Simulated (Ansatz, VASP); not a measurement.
## TiO2: VASP beside Ansatz

Contents of POSCAR:

```
TiO2
1.0
    4.4967313659     -1.4938094738     -0.0059627154
    4.4967313659      1.4938094738     -0.0059627154
   -0.8892502101      0.0000000000      5.0830999183
Ti O
2 4
Direct
    0.2734537544      0.2734537544      0.2623705673
    0.7265462456      0.7265462456      0.7376294327
    0.6429916704      0.6429916704      0.3811553846
    0.1389903873      0.1389903873      0.8850646607
    0.3570083296      0.3570083296      0.6188446154
    0.8610096127      0.8610096127      0.1149353393
```

The input INCAR.step1:

```
SYSTEM = TiO2
ALGO = Normal
EDIFF = 1E-4
ENCUT = 520
GGA = PE
ISMEAR = 0
LASPH = .TRUE.
LCHARG = .FALSE.
LREAL = .FALSE.
LWAVE = .TRUE.
NBANDS = 33
NELM = 60
PREC = Accurate
SIGMA = 0.02
```

File INCAR.step2:

```
SYSTEM = TiO2
ALGO = Normal
EDIFF = 1E-6
ENCUT = 520
ISIF = 2
ISMEAR = 0
ISTART = 1
LASPH = .TRUE.
LCHARG = .FALSE.
LMIXTAU = .TRUE.
LREAL = .FALSE.
LWAVE = .FALSE.
METAGGA = R2SCAN
NBANDS = 33
NELM = 60
PREC = Accurate
SIGMA = 0.02
```

KPOINTS

```
k-points
0
G
  8 8 6
  0 0 0
```

Input for Ansatz:

```yaml
crystal:
  lattice:
    - [4.4967313659, -1.4938094738, -0.0059627154]
    - [4.4967313659, 1.4938094738, -0.0059627154]
    - [-0.8892502101, 0.0, 5.0830999183]
  atoms:
    - { symbol: Ti, position: [0.2734537544, 0.2734537544, 0.2623705673] }
    - { symbol: Ti, position: [0.7265462456, 0.7265462456, 0.7376294327] }
    - { symbol: O, position: [0.6429916704, 0.6429916704, 0.3811553846] }
    - { symbol: O, position: [0.1389903873, 0.1389903873, 0.8850646607] }
    - { symbol: O, position: [0.3570083296, 0.3570083296, 0.6188446154] }
    - { symbol: O, position: [0.8610096127, 0.8610096127, 0.1149353393] }
basis:
  ecutwfc: 500
kpoints:
  mp_grid: { grid: [8, 8, 6] }
  band_path:
    path:
      - [[0.0, 0.0, 0.0], [-0.27844659, 0.27844659, 0.0]]
      - [[-0.72155341, -0.27844659, 0.0], [-0.5, -0.5, 0.0], [0.0, 0.0, 0.0], [-0.5, -0.5, 0.5], [-0.73016158, -0.26983842, 0.5]]
      - [[-0.26983842, 0.26983842, 0.5], [0.0, 0.0, 0.5], [0.0, 0.0, 0.0]]
      - [[-0.5, 0.0, 0.5], [0.0, 0.0, 0.0], [-0.5, 0.0, 0.0]]
    npoints: 14
hamiltonian:
  xc: r2scan
scf:
  occupations: { method: gaussian, width: 0.02 }
  n_extra_bands: 15
output:
  forces: true
  stress: true
  eigenvalues: true
  populations: true
  dos: { projected: true, de: 0.02, nscf_kmesh: { grid: [12, 12, 9] } }
  bader: true
  write_density: true
  write_potential: true
  elf: true
  volumetric_format: npy
```

Alike in both runs: task single point; functional r2SCAN; k mesh 8 × 8 × 6; occupations gaussian, width 0.02 eV; no spin polarisation.

|  | VASP | Ansatz |
| --- | --- | --- |
| version | VASP 6.6.1 | Ansatz 0.2.0 |
| potentials or method | VASP PAW PBE potentials, release 64 (Ti_sv, O), cutoff 520 eV | scalar-relativistic, plane waves, PAW |
| valence electrons in the cell | 48 | 48 |

VASP gave:

* gap on the k mesh at the Fermi level (eV): 3.11
* least direct gap on the mesh (eV): 3.16
* pressure (GPa): 0.1
* traceless stress, the component that is largest in VASP (GPa): -0.58
* rms of the force components (eV/Å): 0.099

**Question.** Estimate Ansatz's values.

**Answer.** gap on the k mesh at the Fermi level (eV): 3.10; least direct gap on the mesh (eV): 3.14; pressure (GPa): -1.2; traceless stress, the component that is largest in VASP (GPa): 0.22; rms of the force components (eV/Å): 0.132.

VASP's potentials were made for PBE, not for r2SCAN. Atom by atom the forces differ by 0.070 eV/Å (rms over components). With one functional, cell and mesh, what is left measures potentials, basis and numerics.
